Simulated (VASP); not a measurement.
# Rh (P6_3/mmc) in VASP: a series of runs, part 2 of 2

VASP 6.6.1.

## Step 4: Single point, PBE (15.79 Å³/atom)

INCAR reads:

```
PREC     = Accurate       # precision mode
ENCUT    = 520            # plane-wave cutoff, eV
EDIFF    = 1E-6           # SCF threshold, eV
ISMEAR   = 0              # smearing method
SIGMA    = 0.15           # smearing width, eV
LREAL    = False          # projectors in reciprocal space
LASPH    = True           # aspherical terms in the spheres
NELM     = 60             # most SCF steps
ALGO     = Fast           # electronic algorithm
ISIF     = 2              # what is computed and relaxed
LWAVE    = False          # write WAVECAR
LCHARG   = False          # write CHGCAR
GGA      = PE             # functional
NBANDS   = 22             # bands
```

KPOINTS reads:

```
regular mesh
0
Gamma
  21 21 12
```

POSCAR reads:

```
Rh
1.0
    2.8583352714      0.0000000000      0.0000000000
   -1.4291676357      2.4753909576      0.0000000000
    0.0000000000      0.0000000000      4.4632905263
Rh
2
Direct
    0.6666666667      0.3333333333      0.7500000000
    0.3333333333      0.6666666667      0.2500000000
```

Potentials or basis: VASP PAW PBE potentials, release 64 (Rh_pv).

Command:

```bash
cat potpaw_PBE.64/Rh_pv/POTCAR > POTCAR
mpirun -np 1 vasp_std > vasp.out
```

OUTCAR:

```text
PREC = Accurate
   ENCUT = 520
   EDIFF = 1E-6
   ISMEAR = 0
   LREAL = False
   LASPH = True
   NELM = 60
   ISIF = 2
   GGA = PE

 ion  position               nearest neighbor table
   1  0.667  0.333  0.750-   2 2.78   2 2.78   2 2.78   2 2.78   2 2.78   2 2.78
   2  0.333  0.667  0.250-   1 2.78   1 2.78   1 2.78   1 2.78   1 2.78   1 2.78

  LATTYP: Found a hexagonal cell.
 ALAT       =     2.8583352714
 C/A-ratio  =     1.5615000000

  Lattice vectors:

 A1 = (   2.8583352714,   0.0000000000,   0.0000000000)
 A2 = (  -1.4291676357,   2.4753909576,   0.0000000000)
 A3 = (   0.0000000000,   0.0000000000,   4.4632905263)

Analysis of symmetry for initial positions (statically):
=====================================================================
 Subroutine PRICEL returns:
 Original cell was already a primitive cell.

 Routine SETGRP: Setting up the symmetry group for a
 hexagonal supercell.

 Subroutine GETGRP returns: Found 24 space group operations
 (whereof 12 operations were pure point group operations)
 out of a pool of 24 trial point group operations.

The static configuration has the point symmetry D_3d.
 The point group associated with its full space group is D_6h.

Analysis of symmetry for dynamics (positions and initial velocities):
=====================================================================
 Subroutine PRICEL returns:
 Original cell was already a primitive cell.

 Routine SETGRP: Setting up the symmetry group for a
 hexagonal supercell.

 Subroutine GETGRP returns: Found 24 space group operations
 (whereof 12 operations were pure point group operations)
 out of a pool of 24 trial point group operations.

The dynamic configuration has the point symmetry D_3d.
 The point group associated with its full space group is D_6h.

 Subroutine INISYM returns: Found 24 space group operations
 (whereof 12 operations are pure point group operations),
 and found     1 'primitive' translations

[... 112 lines left out ...]
   IMIX   =      4    mixing-type and parameters
     AMIX     =   0.40;   BMIX     =  1.00
     AMIX_MAG =   1.60;   BMIX_MAG =  1.00
  volume/ion in A,a.u.               =      15.79       106.56
  Fermi-wavevector in a.u.,A,eV,Ry     =   1.609328  3.041189 35.238223  2.589936
  Thomas-Fermi vector in A             =   2.705055
   LORBIT       =      0    0 simple, 1 ext, 2 COOP (PROOUT), +10 PAW based schemes
   GGA     = PE    functional components
   LHFCALC =     F    Hartree Fock is set to
   AEXX    =    0.0000 exact exchange contribution
   IVDW    =     0    specifies the selected vdW correction
   LEPSILON=     F    determine dielectric tensor
   LRPA    =     F    only Hartree local field effects (RPA)
 non-spin polarized calculation
 RMM-DIIS sequential band-by-band and
 Gauss-broadening in eV      SIGMA  =   0.15
  energy-cutoff  :      520.00
  volume of cell :       31.58
 maximum number of plane-waves:       868
 NGX is ok and might be reduce to    24
   NGX = 11   NGY = 11   NGZ = 17

 number of electron      29.9999996 magnetization

 Free energy of the ion-electron system (eV)
  ---------------------------------------------------
  ext. energy  EPLUGINS =         0.00000000
  ---------------------------------------------------
  free energy    TOTEN  =       -14.20388826 eV

  energy without entropy =      -14.15533919  energy(sigma->0) =      -14.17961372

 E-fermi :   9.6260     XC(G=0): -13.1528

 val. band max:        9.6233415089   @ k =   0.2381   0.2381   0.1667
 cond. band min:       9.6289787363   @ k =   0.3810   0.2381   0.3333
 fundamental gap:      0.0056372273
 Fermi energy:         9.6259894992

 k-point     1 :       0.0000    0.0000    0.0000
  band No.  band energies     occupation
      1     -37.1052      2.00000
      2     -36.6580      2.00000
      3     -36.6580      2.00000
      4     -36.6028      2.00000
      5     -36.5757      2.00000
      6     -36.5757      2.00000
[... 589 lines left out ...]
     21      23.5864      0.00000
     22      26.6349      0.00000

 [... further k-points ...]

------------------------ aborting loop because EDIFF is reached ----------------------------------------

  FORCE on cell =-STRESS in cart. coord.  units (eV):
  Direction    XX          YY          ZZ          XY          YZ          ZX
  --------------------------------------------------------------------------------------
  -------------------------------------------------------------------------------------
  Total       -4.4054832     -4.4054832     -3.6215838      0.0000000      0.0000000     -0.0000000
  in kB     -223.5074525   -223.5074525   -183.7371593      0.0000000      0.0000000     -0.0000000
  external PRESSURE =    -210.2506881 kB  Pullay stress =       0.0000000 kB

 VOLUME and BASIS-vectors are now :
 -----------------------------------------------------------------------------
  energy-cutoff  :      520.00
  volume of cell :       31.58
      direct lattice vectors                 reciprocal lattice vectors
     2.858335271  0.000000000  0.000000000     0.349853990  0.201988295  0.000000000
    -1.429167636  2.475390958  0.000000000     0.000000000  0.403976591  0.000000000
     0.000000000  0.000000000  4.463290526     0.000000000  0.000000000  0.224049946

 POSITION                                       TOTAL-FORCE (eV/Angst)
 -----------------------------------------------------------------------------------
      1.42917      0.82513      3.34747         0.000000     -0.000000      0.000000
     -0.00000      1.65026      1.11582        -0.000000      0.000000      0.000000
 -----------------------------------------------------------------------------------
    total drift:                                0.000000     -0.000000      0.000000

  FREE ENERGIE OF THE ION-ELECTRON SYSTEM (eV)
  ---------------------------------------------------
  free  energy   TOTEN  =       -14.2038882577 eV

  energy  without entropy=      -14.1553391861  energy(sigma->0) =      -14.17961372
```

It took 92 s on 1 thread of Intel Xeon Platinum 8488C (Sapphire Rapids), shared host; peak memory 0.29 GiB.

Results:

* Free energy: -14.2039 eV
* Pressure: -21.0 GPa
* Band gap on the k mesh: zero (bands 15 and 16 overlap by 1.84 eV)

Caveat: the cell stands under tension.

## Step 5: Single point, PBE (15.79 Å³/atom)

INCAR reads:

```
  ALGO = Fast
  EDIFF = 1E-6
  ENCUT = 520
  GGA = PE
  ISIF = 2
  ISMEAR = 0
  LASPH = True
  LCHARG = False
  LREAL = False
  LWAVE = False
  NBANDS = 22
  NELM = 80
  PREC = Accurate
  SIGMA = 0.15
```

KPOINTS reads:

```
k-points
0
Gamma
  21 21 12
```

POSCAR reads:

```
Rh
1.0
    2.8014873948      0.0000000000      0.0000000000
   -1.4007436974      2.4261592522      0.0000000000
    0.0000000000      0.0000000000      4.6462668442
Rh
2
Direct
    0.6666666667      0.3333333333      0.7500000000
    0.3333333333      0.6666666667      0.2500000000
```

Command:

```bash
cat potpaw_PBE.64/Rh_pv/POTCAR > POTCAR
mpirun -np 1 vasp_std > vasp.out
```

Wall time 92 s (1 thread of Intel Xeon Platinum 8488C (Sapphire Rapids), shared host); peak memory 0.29 GiB.

It converged, with:

```yaml
Free_energy: -14.2010 eV
Pressure: -21.1 GPa
Band_gap_on_the_k_mesh: zero (bands 15 and 16 overlap by 1.90 eV)
```

Stress tensor (GPa, compression positive):
```
-19.57   0.00   0.00
  0.00 -19.57   0.00
  0.00   0.00 -24.27
```

Levels at points of the mesh, in eV from the Fermi level:
```csv
k point,band 11,band 12,band 13,band 14,band 15,band 16,band 17,band 18,band 19,band 20
"(0.00, 0.00, 0.00)",-2.42,-2.04,-2.04,-1.38,-1.38,0.13,0.13,0.71,7.04,15.97
"(0.00, 0.00, 0.50)",-2.47,-2.47,-2.47,-2.47,-0.34,-0.34,-0.34,-0.34,13.62,13.62
```

Caveat: the cell stands under tension.

## Step 6: Overview

| cell | gap on the mesh (eV) | pressure (GPa) |
| --- | --- | --- |
| a = 2.946, b = 2.946, c = 4.202 Å, angles 90.0, 90.0, 120.0°, 2 atoms | none | -18.1 |
| a = 2.830, b = 2.830, c = 4.554 Å, angles 90.0, 90.0, 120.0°, 2 atoms | none | -21.3 |
| a = 2.858, b = 2.858, c = 4.463 Å, angles 90.0, 90.0, 120.0°, 2 atoms | none | -21.0 |
| a = 2.801, b = 2.801, c = 4.646 Å, angles 90.0, 90.0, 120.0°, 2 atoms | none | -21.1 |

Alike in all rows: task single point; level PBE; potentials or basis VASP PAW PBE potentials, release 64 (Rh_pv); no spin polarisation; k mesh 21 × 21 × 12; cutoff (eV) 520; smearing gaussian 0.15 eV.

Caveats: the cell stands under tension (at least some runs); the stress differs along the axes, from -23 to -8 GPa (at least some runs).

Total energies depend on the potentials used, so only differences within one code and one set of settings carry meaning.
